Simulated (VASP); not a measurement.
# PbSe (P1) in VASP: single point with PBE

Aim: the single point of PbSe with PBE.

All numbers are computed with VASP 6.6.1; they aren't measurements. Logs are shortened: lines on timing, memory, paths and dates and some standing lists are left out, and cuts for length are marked.

### 1 The cell of the first run

The typed cell holds 4 atoms: a = 4.343 Å, b = 4.343 Å, c = 7.525 Å, α = 125.29°, β = 90.00°, γ = 90.00°.

### 2 Single point, PBE

File INCAR:

```
PREC = Accurate
ENCUT = 520
EDIFF = 1E-6
ISMEAR = 0
SIGMA = 0.01
LREAL = F
LASPH = T
NELM = 60
ALGO = Normal
ISIF = 2
LWAVE = F
LCHARG = F
GGA = PE
NBANDS = 28
```

File KPOINTS:

```
Automatic mesh
0
Gamma
  4 6 4
```

File POSCAR:

```
PbSe
1.0
    4.3118469501      0.0361350205      0.5182722355
    0.0262134242      4.3112897383     -0.5201241701
   -0.7601738547     -3.5813327021      6.5746399759
Pb Se
2 2
Direct
    0.7418367077      1.0104324458      0.7498052709
    0.2418471651      0.0105315389      0.2498952974
    0.2430843889      0.5075195369      0.7491070125
    0.7430767383      0.5076244784      0.2492144192
```

Potentials or basis: VASP PAW PBE potentials, release 64 (Pb_d, Se).

Started as:

```bash
$ cat potpaw_PBE.64/Pb_d/POTCAR potpaw_PBE.64/Se/POTCAR > POTCAR
$ mpirun -np 1 vasp_std > vasp.out
```

OUTCAR:

```text
PREC = Accurate
   ENCUT = 520
   EDIFF = 1E-6
   ISMEAR = 0
   LREAL = F
   LASPH = T
   NELM = 60
   ISIF = 2
   GGA = PE

 ion  position               nearest neighbor table
   1  0.742  0.010  0.750-   3 3.06   4 3.07   3 3.07   3 3.07   4 3.07   3 3.08
   2  0.242  0.011  0.250-   4 3.06   3 3.07   4 3.07   4 3.07   3 3.08   4 3.08
   3  0.243  0.508  0.749-   1 3.06   2 3.07   1 3.07   1 3.07   2 3.08   1 3.08
   4  0.743  0.508  0.249-   2 3.06   1 3.07   2 3.07   2 3.07   1 3.07   2 3.08

  LATTYP: Found a simple monoclinic cell.
 ALAT       =     6.1423689918
 B/A-ratio  =     0.7070615660
 C/A-ratio  =     1.2251414242
 COS(beta)  =    -0.8166927473

  Lattice vectors:

 A1 = (  -0.7339604305,   0.7299570362,   6.0545158058)
 A2 = (   4.3118469501,   0.0361350205,   0.5182722355)
 A3 = (   0.7601738547,   3.5813327021,  -6.5746399759)

Analysis of symmetry for initial positions (statically):
=====================================================================
 Subroutine PRICEL returns:
 Original cell was already a primitive cell.

 Routine SETGRP: Setting up the symmetry group for a
 simple monoclinic supercell.

 Subroutine GETGRP returns: Found  1 space group operations
 (whereof  1 operations were pure point group operations)
 out of a pool of  4 trial point group operations.

The static configuration has the point symmetry C_1 .

Analysis of symmetry for dynamics (positions and initial velocities):
=====================================================================
 Subroutine PRICEL returns:
 Original cell was already a primitive cell.

 Routine SETGRP: Setting up the symmetry group for a
 simple monoclinic supercell.

 Subroutine GETGRP returns: Found  1 space group operations
 (whereof  1 operations were pure point group operations)
 out of a pool of  4 trial point group operations.

The dynamic configuration has the point symmetry C_1 .

 Subroutine INISYM returns: Found  1 space group operations
 (whereof  1 operations are pure point group operations),
 and found     1 'primitive' translations

----------------------------------------------------------------------------------------

                                     Primitive cell

  volume of cell :     115.8462

  direct lattice vectors                    reciprocal lattice vectors
     4.311846950  0.036135020  0.518272236     0.228600024  0.001925320  0.027479980
     0.026213424  4.311289738 -0.520124170    -0.018072931  0.248111916  0.133061697
    -0.760173855 -3.581332702  6.574639976    -0.019450071  0.019476529  0.160459964

  length of vectors
     4.343033038  4.342630021  7.525270694     0.230253832  0.282119777  0.162803687

  position of ions in fractional coordinates (direct lattice)
     0.741836708  0.010432446  0.749805271
     0.241847165  0.010531539  0.249895297
     0.243084389  0.507519537  0.749107012
     0.743076738  0.507624478  0.249214419

  ion indices of the primitive-cell ions
   primitive index   ion index
                 1           1
                 2           2
                 3           3
                 4           4

----------------------------------------------------------------------------------------

 KPOINTS: Automatic mesh

Automatic generation of k-mesh.
 Grid dimensions read from file:
 generate k-points for:    4    6    4

 Generating k-lattice:

  Cartesian coordinates                     Fractional coordinates (reciprocal lattice)
     0.057150006  0.000481330  0.006869995     0.250000000  0.000000000  0.000000000
    -0.003012155  0.041351986  0.022176949    -0.000000000  0.166666667  0.000000000
    -0.004862518  0.004869132  0.040114991     0.000000000 -0.000000000  0.250000000

  Length of vectors
     0.057563458  0.047019963  0.040700922

  Shift w.r.t. Gamma in fractional coordinates (k-lattice)
     0.000000000  0.000000000  0.000000000

 Subroutine IBZKPT returns following result:
 ===========================================

 Found     52 irreducible k-points:

 Following reciprocal coordinates:
            Coordinates               Weight
  0.000000  0.000000  0.000000      1.000000
  0.250000 -0.000000  0.000000      2.000000
  0.500000 -0.000000  0.000000      1.000000
  0.000000  0.166667  0.000000      2.000000
  0.250000  0.166667  0.000000      2.000000
  0.250000 -0.166667 -0.000000      2.000000
[... 16 lines left out ...]
 -0.000000  0.333333  0.250000      2.000000
  0.250000  0.333333  0.250000      2.000000
 [... further k-points ...]
   k-points           NKPTS =     52   k-points in BZ     NKDIM =     52   number of bands    NBANDS=     28
   number of dos      NEDOS =    301   number of ions     NIONS =      4
   total plane-waves  NPLWV =  57344
   dimension x,y,z NGX =    32 NGY =   32 NGZ =   56
   dimension x,y,z NGXF=    64 NGYF=   64 NGZF=  112
   ions per type =               2   2
   NGX,Y,Z   is equivalent  to a cutoff of  12.25, 12.25, 12.37 a.u.
   NGXF,Y,Z  is equivalent  to a cutoff of  24.50, 24.50, 24.74 a.u.
 SYSTEM =  unknown system
   PREC   = accura    normal or accurate (medium, high low for compatibility)
   ISTART =      0    job   : 0-new  1-cont  2-samecut
   ICHARG =      2    charge: 1-file 2-atom 10-const
   ISPIN  =      1    spin polarized calculation?
   LNONCOLLINEAR =      F non collinear calculations
   LSORBIT =      F    spin-orbit coupling
   LASPH  =      T    aspherical Exc in radial PAW
   ENCUT  =  520.0 eV  38.22 Ry    6.18 a.u.   8.08  8.07 13.99*2*pi/ulx,y,z
   NELM   =     60;   NELMIN=  2; NELMDL= -5     # of ELM steps
   EDIFF  = 0.1E-05   stopping-criterion for ELM
   LREAL  =      F    real-space projection
[... 7 lines left out ...]
   TEBEG  =    0.0;   TEEND  =   0.0 temperature during run
   PSTRESS=    0.0 pullay stress
   NELECT =      40.0000    total number of electrons
   NUPDOWN=      -1.0000    fix difference up-down
   EMIN   =  10.00;   EMAX   =-10.00  energy-range for DOS
   EFERMI =   0.00;   METHOD = LEGACY
   ISMEAR =     0;   SIGMA  =   0.01  broadening in eV -4-tet -1-fermi 0-gaus
   EFERMI_NEDOS =   21; number of points for ismear=-14 and -15
   IALGO  =     38    algorithm
   IMIX   =      4    mixing-type and parameters
     AMIX     =   0.40;   BMIX     =  1.00
     AMIX_MAG =   1.60;   BMIX_MAG =  1.00
  volume/ion in A,a.u.               =      28.96       195.44
  Fermi-wavevector in a.u.,A,eV,Ry     =   1.148509  2.170367 17.947064  1.319072
  Thomas-Fermi vector in A             =   2.285183
   LORBIT       =      0    0 simple, 1 ext, 2 COOP (PROOUT), +10 PAW based schemes
   GGA     = PE    functional components
   LHFCALC =     F    Hartree Fock is set to
   AEXX    =    0.0000 exact exchange contribution
   IVDW    =     0    specifies the selected vdW correction
   LEPSILON=     F    determine dielectric tensor
   LRPA    =     F    only Hartree local field effects (RPA)
 non-spin polarized calculation
 Gauss-broadening in eV      SIGMA  =   0.01
  energy-cutoff  :      520.00
  volume of cell :      115.85
 maximum number of plane-waves:      3176
   NGX = 17   NGY = 17   NGZ = 27

 number of electron      39.9999999 magnetization

 Free energy of the ion-electron system (eV)
  ---------------------------------------------------
  ext. energy  EPLUGINS =         0.00000000
  ---------------------------------------------------
  free energy    TOTEN  =       -16.36412941 eV

  energy without entropy =      -16.36412941  energy(sigma->0) =      -16.36412941

 E-fermi :   5.0537     XC(G=0):  -9.4834

 val. band max:        4.9392895489   @ k =   0.5000   0.0000   0.5000
 cond. band min:       5.2611901053   @ k =   0.5000   0.0000   0.5000
 fundamental gap:      0.3219005564
 Fermi energy:         5.0536974721

 k-point     1 :       0.0000    0.0000    0.0000
  band No.  band energies     occupation
      1     -11.9941      2.00000
      2     -11.8941      2.00000
      3     -11.8789      2.00000
      4     -11.8773      2.00000
      5     -11.8765      2.00000
      6     -11.8728      2.00000
[... 20 lines left out ...]
     27      10.9514      0.00000
     28      11.4807      0.00000

 k-point     2 :       0.2500   -0.0000    0.0000
  band No.  band energies     occupation
      1     -11.9625      2.00000
      2     -11.8812      2.00000
      3     -11.8799      2.00000
      4     -11.8790      2.00000
      5     -11.8781      2.00000
      6     -11.8698      2.00000
[... 20 lines left out ...]
     27      10.7795      0.00000
     28      11.5032      0.00000

 k-point     3 :       0.5000   -0.0000    0.0000
  band No.  band energies     occupation
      1     -11.9092      2.00000
      2     -11.9092      2.00000
      3     -11.8861      2.00000
      4     -11.8861      2.00000
      5     -11.8686      2.00000
      6     -11.8686      2.00000
[... 20 lines left out ...]
     27      12.9562      0.00000
     28      12.9625      0.00000

 k-point     4 :       0.0000    0.1667    0.0000
  band No.  band energies     occupation
      1     -11.9685      2.00000
      2     -11.8856      2.00000
      3     -11.8811      2.00000
      4     -11.8798      2.00000
      5     -11.8756      2.00000
      6     -11.8695      2.00000
[... 578 lines left out ...]
     27      12.4845      0.00000
     28      12.4847      0.00000

 k-point    23 :      -0.0000    0.3333    0.2500
  band No.  band energies     occupation
      1     -11.9100      2.00000
      2     -11.8962      2.00000
      3     -11.8914      2.00000
      4     -11.8881      2.00000
      5     -11.8737      2.00000
      6     -11.8722      2.00000
[... 20 lines left out ...]
     27      12.0326      0.00000
     28      12.1894      0.00000

 k-point    24 :       0.2500    0.3333    0.2500
  band No.  band energies     occupation
      1     -11.9240      2.00000
      2     -11.9157      2.00000
      3     -11.8849      2.00000
      4     -11.8842      2.00000
      5     -11.8708      2.00000
      6     -11.8637      2.00000
[... 20 lines left out ...]
     27      12.0270      0.00000
     28      13.0243      0.00000

 [... further k-points ...]

------------------------ aborting loop because EDIFF is reached ----------------------------------------

  FORCE on cell =-STRESS in cart. coord.  units (eV):
  Direction    XX          YY          ZZ          XY          YZ          ZX
  --------------------------------------------------------------------------------------
  -------------------------------------------------------------------------------------
  Total        1.4171994      1.4035387      1.2859053      0.0023451     -0.0178492      0.0162392
  in kB       19.6001695     19.4112382     17.7843434      0.0324327     -0.2468583      0.2245916
  external PRESSURE =      18.9319171 kB  Pullay stress =       0.0000000 kB

 VOLUME and BASIS-vectors are now :
 -----------------------------------------------------------------------------
  energy-cutoff  :      520.00
  volume of cell :      115.85
      direct lattice vectors                 reciprocal lattice vectors
     4.311846950  0.036135020  0.518272236     0.228600024  0.001925320  0.027479980
     0.026213424  4.311289738 -0.520124170    -0.018072931  0.248111916  0.133061697
    -0.760173855 -3.581332702  6.574639976    -0.019450071  0.019476529  0.160459964

 POSITION                                       TOTAL-FORCE (eV/Angst)
 -----------------------------------------------------------------------------------
      2.62898     -2.61352      5.30875         0.001145      0.000037     -0.000106
      0.85312     -0.84081      1.76284         0.001211     -0.000130     -0.001131
      0.49199     -0.48595      4.78712        -0.001264      0.000075      0.000994
      3.02789      1.32285      1.75958        -0.001092      0.000018      0.000243
 -----------------------------------------------------------------------------------
    total drift:                                0.000058      0.000331     -0.000286

  FREE ENERGIE OF THE ION-ELECTRON SYSTEM (eV)
  ---------------------------------------------------
  free  energy   TOTEN  =       -16.3641294095 eV

  energy  without entropy=      -16.3641294095  energy(sigma->0) =      -16.36412941
```

Wall time 47 s (1 thread of Intel Xeon 6975P-C (Granite Rapids), shared host); peak memory 0.32 GiB.

Results:

```yaml
Free_energy: -16.3641 eV
Pressure: 1.9 GPa
Band_gap_on_the_k_mesh: 0.32 eV
```

Caveat: spin-orbit coupling is left out, which moves the levels of the heavy elements. A k mesh can miss the band edges.
